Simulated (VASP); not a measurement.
# Si (Fd-3m) in VASP: a series of runs

Si is run at these levels: LDA; tasks: vibrations by perturbation theory.

Program: VASP 6.6.1. These are calculated values, not measurements. Logs are shortened: lines on timing, memory, paths and dates and some standing lists are left out, and cuts for length are marked.

## Step 1: The cell of the first run

It takes space group Fd-3m (No. 227, cubic). The conventional cell has a = 5.427 Å, b = 5.427 Å, c = 5.427 Å, α = 90.00°, β = 90.00°, γ = 90.00°. Si (site symmetry -43m) has 4 Si at 2.35 Å within 3.1 Å.

## Step 2: Vibrations by perturbation theory, LDA

File INCAR:

```
ALGO = Normal ; EDIFF = 1E-8
ENCUT = 520 ; GGA = CA
IBRION = 8 ; ISIF = 2
ISMEAR = 0 ; LASPH = T
LCHARG = F ; LEPSILON = T
LREAL = F ; LWAVE = F
NBANDS = 11 ; NELM = 100
NSW = 1 ; PREC = Accurate
SIGMA = 0.01
```

File KPOINTS:

```
k-points
0
Gamma
  8 8 8
```

File POSCAR:

```
Si
1.0
    0.0000000000      2.7135600000      2.7135600000
    2.7135600000      0.0000000000      2.7135600000
    2.7135600000      2.7135600000      0.0000000000
Si
2
Direct
    0.7500000000      0.7500000000      0.7500000000
    0.5000000000      0.5000000000      0.5000000000
```

Potentials or basis: VASP PAW LDA potentials, release 64 (Si).

Run with:

```sh
> cat potpaw_LDA.64/Si/POTCAR > POTCAR
> mpirun -np 1 vasp_std > vasp.out
```

OUTCAR:

```text
EDIFF = 1E-8
   ENCUT = 520
   GGA = CA
   IBRION = 8
   ISIF = 2
   ISMEAR = 0
   LASPH = T
   LEPSILON = T
   LREAL = F
   NELM = 100
   NSW = 1
   PREC = Accurate

 ion  position               nearest neighbor table
   1  0.750  0.750  0.750-   2 2.35   2 2.35   2 2.35   2 2.35
   2  0.500  0.500  0.500-   1 2.35   1 2.35   1 2.35   1 2.35

  LATTYP: Found a face centered cubic cell.
 ALAT       =     5.4271200000

  Lattice vectors:

 A1 = (   0.0000000000,   2.7135600000,   2.7135600000)
 A2 = (   2.7135600000,   0.0000000000,   2.7135600000)
 A3 = (   2.7135600000,   2.7135600000,   0.0000000000)

Analysis of symmetry for initial positions (statically):
=====================================================================
 Subroutine PRICEL returns:
 Original cell was already a primitive cell.

 Routine SETGRP: Setting up the symmetry group for a
 face centered cubic supercell.

 Subroutine GETGRP returns: Found 48 space group operations
 (whereof 24 operations were pure point group operations)
 out of a pool of 48 trial point group operations.

The static configuration has the point symmetry T_d .
 The point group associated with its full space group is O_h .

Analysis of symmetry for dynamics (positions and initial velocities):
=====================================================================
 Subroutine PRICEL returns:
 Original cell was already a primitive cell.

 Routine SETGRP: Setting up the symmetry group for a
 face centered cubic supercell.

 Subroutine GETGRP returns: Found 48 space group operations
 (whereof 24 operations were pure point group operations)
 out of a pool of 48 trial point group operations.

The dynamic configuration has the point symmetry T_d .
 The point group associated with its full space group is O_h .

 Subroutine INISYM returns: Found 48 space group operations
 (whereof 24 operations are pure point group operations),
 and found     1 'primitive' translations

----------------------------------------------------------------------------------------

                                     Primitive cell

  volume of cell :      39.9621

  direct lattice vectors                    reciprocal lattice vectors
     0.000000000  2.713560000  2.713560000    -0.184259792  0.184259792  0.184259792
     2.713560000  0.000000000  2.713560000     0.184259792 -0.184259792  0.184259792
     2.713560000  2.713560000  0.000000000     0.184259792  0.184259792 -0.184259792

  length of vectors
     3.837553354  3.837553354  3.837553354     0.319147321  0.319147321  0.319147321

  position of ions in fractional coordinates (direct lattice)
     0.750000000  0.750000000  0.750000000
     0.500000000  0.500000000  0.500000000

  ion indices of the primitive-cell ions
   primitive index   ion index
                 1           1
                 2           2

----------------------------------------------------------------------------------------

 KPOINTS: k-points

Automatic generation of k-mesh.
[... 493 lines left out ...]
  ---------------------------------------------------
  free energy    TOTEN  =        -1.59401387 eV

  energy without entropy =       -1.59401387

------------------------ aborting loop because EDIFF is reached ----------------------------------------

--------------------------------------- Ionic step        2  -------------------------------------------

------------------------ aborting loop because EDIFF is reached ----------------------------------------

--------------------------------------- Ionic step        3  -------------------------------------------

------------------------ aborting loop because EDIFF is reached ----------------------------------------

 PIEZOELECTRIC TENSOR FIELD DIRECTION 3  (e Angst)
 -----------------------------------------------------------------------------
     0.00295 -0.00000  0.00000           (  0.00001  0.00000  0.00000)
    -0.00000  0.00295  0.00000           (  0.00000  0.00001  0.00000)
     0.00000  0.00000 -0.00943           (  0.00000  0.00000 -0.00000)

 PIEZOELECTRIC TENSOR FIELD DIRECTION 3  (C/m^2)
 -----------------------------------------------------------------------------
     0.00118 -0.00000  0.00000
    -0.00000  0.00118  0.00000
     0.00000  0.00000 -0.00378

--------------------------------------- Ionic step        4  -------------------------------------------

 Free energy of the ion-electron system (eV)
  ---------------------------------------------------
  ---------------------------------------------------
  free energy    TOTEN  =        -0.01768544 eV

  energy without entropy =       -0.01768544

------------------------ aborting loop because EDIFF is reached ----------------------------------------

 INTERNAL STRAIN TENSOR  FOR ION    1  DIRECTION 1   (eV/Angst):
 -----------------------------------------------------------------------------
     0.00615  0.00000  0.00000
     0.00000 -0.00203 -9.01088
     0.00000 -9.01088 -0.00203

 MACROSCOPIC STATIC DIELECTRIC TENSOR (including local field effects in DFT)
 ------------------------------------------------------
          14.635404     0.000000    -0.000000
           0.000000    14.635404    -0.000000
          -0.000000     0.000000    14.635404
 ------------------------------------------------------

 PIEZOELECTRIC TENSOR (including local field effects)  for field in x, y, z        (e  Angst)
          XX          YY          ZZ          XY          YZ          ZX
  --------------------------------------------------------------------------------
  x     0.00000     0.00000     0.00000    -0.00000    -0.00000     0.00000
  y     0.00000     0.00000     0.00000     0.00000     0.00000     0.00000
  z     0.00000     0.00000     0.00000    -0.00000     0.00000    -0.00000

 PIEZOELECTRIC TENSOR (including local field effects)  for field in x, y, z        (C/m^2)
          XX          YY          ZZ          XY          YZ          ZX
  --------------------------------------------------------------------------------
  x     0.00000     0.00000     0.00000    -0.00000    -0.00000     0.00000
  y     0.00000     0.00000     0.00000     0.00000     0.00000     0.00000
  z     0.00000     0.00000     0.00000    -0.00000     0.00000    -0.00000

 BORN EFFECTIVE CHARGES (including local field effects) (in |e|, cummulative output)
 ---------------------------------------------------------------------------------
 ion    1
    1    -0.00000     0.00000     0.00000
    2     0.00000    -0.00000     0.00000
    3     0.00000     0.00000    -0.00000
 ion    2
    1     0.00000     0.00000     0.00000
    2     0.00000     0.00000     0.00000
    3     0.00000     0.00000     0.00000

 INTERNAL STRAIN TENSOR FOR ION    2 for displacements in x,y,z  (eV/Angst):
          X           Y           Z          XY          YZ          ZX
  --------------------------------------------------------------------------------
  x    -0.00000     0.00000     0.00000     0.00000     9.01088     0.00000
  y     0.00000    -0.00000     0.00000     0.00000     0.00000     9.01088
  z     0.00000     0.00000    -0.00000     9.01088     0.00000     0.00000

 SECOND DERIVATIVES (NOT SYMMETRIZED)
 ------------------------------------
               1X          1Y          1Z          2X          2Y          2Z
  1X   -13.242342    0.000000    0.000000   13.242342    0.000000    0.000000
  1Y     0.000000  -13.242342    0.000000    0.000000   13.242342    0.000000
  1Z     0.000000    0.000000  -13.242342    0.000000    0.000000   13.242342
  2X    13.242342    0.000000    0.000000  -13.242342    0.000000    0.000000
  2Y     0.000000   13.242342    0.000000    0.000000  -13.242342    0.000000
  2Z     0.000000    0.000000   13.242342    0.000000    0.000000  -13.242342

 Eigenvectors and eigenvalues of the dynamical matrix
 ----------------------------------------------------

   1 f  =   15.181368 THz    95.387348 2PiTHz  506.395927 cm-1    62.785065 meV
             X         Y         Z           dx          dy          dz
      4.070340  4.070340  4.070340     0.707107   -0.000000    0.000000
      2.713560  2.713560  2.713560    -0.707107   -0.000000    0.000000
[... 11 lines left out ...]
   4 f  =    0.000000 THz     0.000001 2PiTHz    0.000003 cm-1     0.000000 meV
             X         Y         Z           dx          dy          dz
      4.070340  4.070340  4.070340    -0.517057   -0.444782    0.186603
      2.713560  2.713560  2.713560    -0.517057   -0.444782    0.186603

   5 f/i=    0.000000 THz     0.000001 2PiTHz    0.000007 cm-1     0.000001 meV
             X         Y         Z           dx          dy          dz
      4.070340  4.070340  4.070340     0.423019   -0.286722    0.488718
      2.713560  2.713560  2.713560     0.423019   -0.286722    0.488718

   6 f/i=    0.000000 THz     0.000002 2PiTHz    0.000011 cm-1     0.000001 meV
             X         Y         Z           dx          dy          dz
      4.070340  4.070340  4.070340    -0.231747    0.468998    0.475746
      2.713560  2.713560  2.713560    -0.231747    0.468998    0.475746

--------------------------------------------------------------------------------------------------------

 MACROSCOPIC STATIC DIELECTRIC TENSOR IONIC CONTRIBUTION
 ------------------------------------------------------
           0.000000     0.000000     0.000000
           0.000000     0.000000     0.000000
           0.000000     0.000000     0.000000
 ------------------------------------------------------

 ELASTIC MODULI CONTR FROM IONIC RELAXATION (kBar)
 Direction    XX          YY          ZZ          XY          YZ          ZX
 --------------------------------------------------------------------------------
 XX          -0.0000      0.0000      0.0000     -0.0000      0.0000     -0.0000
 YY           0.0000     -0.0000     -0.0000     -0.0000     -0.0000      0.0000
 ZZ           0.0000     -0.0000     -0.0000      0.0000     -0.0000     -0.0000
 XY          -0.0000     -0.0000      0.0000   -245.8285      0.0000      0.0000
 YZ           0.0000     -0.0000     -0.0000      0.0000   -245.8285      0.0000
 ZX          -0.0000      0.0000     -0.0000      0.0000      0.0000   -245.8285
 --------------------------------------------------------------------------------

 PIEZOELECTRIC TENSOR IONIC CONTR  for field in x, y, z        (C/m^2)
          XX          YY          ZZ          XY          YZ          ZX
  --------------------------------------------------------------------------------
  x    -0.00000     0.00000     0.00000     0.00000     0.00000     0.00000
  y     0.00000    -0.00000     0.00000     0.00000     0.00000     0.00000
  z     0.00000     0.00000    -0.00000     0.00000     0.00000     0.00000
```

It took 2.1 min on 1 thread of Intel Xeon 6975P-C (Granite Rapids), shared host; peak memory 0.21 GiB.

What came out:

| Quantity | Value |
| --- | --- |
| Electronic dielectric tensor (diagonal) | 14.64 |
| Born charges (mean of the diagonal) | Si +0.00 e |
| Highest phonon frequency at Γ | 506 cm⁻¹ |

Phonon frequencies in cm⁻¹ (negative: imaginary):
```tsv
q point	frequencies
(0.000, 0.000, 0.000)	0 0 0 506 506 506
```

Electronic dielectric tensor:
```
14.64  0.00  0.00
 0.00 14.64  0.00
 0.00  0.00 14.64
```

Born effective charge tensors (e):
atom 1, Si
```
0.00 0.00 0.00
0.00 0.00 0.00
0.00 0.00 0.00
```
atom 2, Si
```
0.00 0.00 0.00
0.00 0.00 0.00
0.00 0.00 0.00
```

Caveat: the cell stands under pressure or tension, which shifts response properties.

## Step 3: Vibrations by perturbation theory, LDA

File INCAR:

```
SYSTEM = Si
ALGO = Normal
EDIFF = 1E-8
ENCUT = 520
GGA = CA
IBRION = 8
ISIF = 2
ISMEAR = 0
LASPH = .True.
LCHARG = .False.
LEPSILON = .True.
LREAL = .False.
LWAVE = .False.
NBANDS = 11
NELM = 60
NSW = 1
PREC = Accurate
SIGMA = 0.01
```

File KPOINTS:

```
k-points
0
Gamma
  16 16 16
  0 0 0
```

POSCAR is that of step 2.

Potentials or basis: VASP PAW LDA potentials, release 64 (Si).

Run with:

```sh
> cat potpaw_LDA.64/Si/POTCAR > POTCAR
> mpirun -np 1 vasp_std > vasp.out
```

OUTCAR:

```text
SYSTEM = Si
   EDIFF = 1E-8
   ENCUT = 520
   GGA = CA
   IBRION = 8
   ISIF = 2
   ISMEAR = 0
   LASPH = .True.
   LEPSILON = .True.
   LREAL = .False.
   NELM = 60
   NSW = 1
   PREC = Accurate

 ion  position               nearest neighbor table
   1  0.750  0.750  0.750-   2 2.35   2 2.35   2 2.35   2 2.35
   2  0.500  0.500  0.500-   1 2.35   1 2.35   1 2.35   1 2.35
[... 683 lines left out ...]
      4.070340  4.070340  4.070340     0.707107    0.000000    0.000000
      2.713560  2.713560  2.713560     0.707107    0.000000    0.000000

   6 f/i=    0.000000 THz     0.000001 2PiTHz    0.000006 cm-1     0.000001 meV
             X         Y         Z           dx          dy          dz
      4.070340  4.070340  4.070340     0.000000    0.265707    0.655286
      2.713560  2.713560  2.713560     0.000000    0.265707    0.655286

--------------------------------------------------------------------------------------------------------

 MACROSCOPIC STATIC DIELECTRIC TENSOR IONIC CONTRIBUTION
 ------------------------------------------------------
           0.000000     0.000000    -0.000000
           0.000000     0.000000    -0.000000
          -0.000000    -0.000000     0.000000
 ------------------------------------------------------

 ELASTIC MODULI CONTR FROM IONIC RELAXATION (kBar)
 Direction    XX          YY          ZZ          XY          YZ          ZX
 --------------------------------------------------------------------------------
 XX          -0.0000      0.0000      0.0000     -0.0000      0.0000     -0.0000
 YY           0.0000     -0.0000      0.0000     -0.0000     -0.0000      0.0000
 ZZ           0.0000      0.0000     -0.0000      0.0000     -0.0000     -0.0000
 XY          -0.0000     -0.0000      0.0000   -249.7281      0.0000     -0.0000
 YZ           0.0000     -0.0000     -0.0000      0.0000   -249.7281      0.0000
 ZX          -0.0000      0.0000     -0.0000     -0.0000      0.0000   -249.7281
 --------------------------------------------------------------------------------

 PIEZOELECTRIC TENSOR IONIC CONTR  for field in x, y, z        (C/m^2)
          XX          YY          ZZ          XY          YZ          ZX
  --------------------------------------------------------------------------------
  x     0.00000    -0.00000    -0.00000    -0.00000    -0.00000     0.00000
  y     0.00000    -0.00000     0.00000    -0.00000    -0.00000     0.00000
  z     0.00000     0.00000    -0.00000     0.00000     0.00000    -0.00000
```

OSZICAR:

```text
N       E                     dE             d eps       ncg     rms          rms(c)
DAV:   1     0.801341869968E+01    0.80134E+01   -0.32655E+03  3190   0.589E+02
DAV:   2    -0.115437463793E+02   -0.19557E+02   -0.18777E+02  4305   0.864E+01
[... 135 lines left out ...]
RMM:   4    -0.177061433425E-01   -0.14273E-03   -0.20777E-07 22400   0.279E-02    0.605E-03
RMM:   5    -0.176855031446E-01    0.20640E-04    0.12672E-06 23233   0.629E-03    0.186E-03
RMM:   6    -0.176853914373E-01    0.11171E-06   -0.13981E-07 23516   0.875E-04    0.116E-03
RMM:   7    -0.176847728426E-01    0.61859E-06    0.63037E-08 23630   0.298E-04    0.481E-05
RMM:   8    -0.176849717315E-01   -0.19889E-06    0.34175E-08 24207   0.630E-05    0.226E-05
RMM:   9    -0.176849377432E-01    0.33988E-07   -0.22834E-08 24673   0.320E-05    0.436E-06
RMM:  10    -0.176849415286E-01   -0.37854E-08   -0.40133E-09 24876   0.220E-05    0.309E-06
 Linear response finished
```

Wall time 10 min (1 thread of Intel Xeon 6975P-C (Granite Rapids), shared host); peak memory 0.62 GiB.

What came out:

- Electronic dielectric tensor (diagonal): 13.35
- Born charges (mean of the diagonal): Si +0.00 e
- Highest phonon frequency at Γ: 506 cm⁻¹

Phonon frequencies in cm⁻¹ (negative: imaginary):
```tsv
q point	frequencies
(0.000, 0.000, 0.000)	0 0 0 506 506 506
```

Electronic dielectric tensor:
```
13.35  0.00  0.00
 0.00 13.35  0.00
 0.00  0.00 13.35
```

Born effective charge tensors (e):
atom 1, Si
```
0.00 0.00 0.00
0.00 0.00 0.00
0.00 0.00 0.00
```
atom 2, Si
```
0.00 0.00 0.00
0.00 0.00 0.00
0.00 0.00 0.00
```

Caveat: the cell stands under pressure or tension, which shifts response properties.
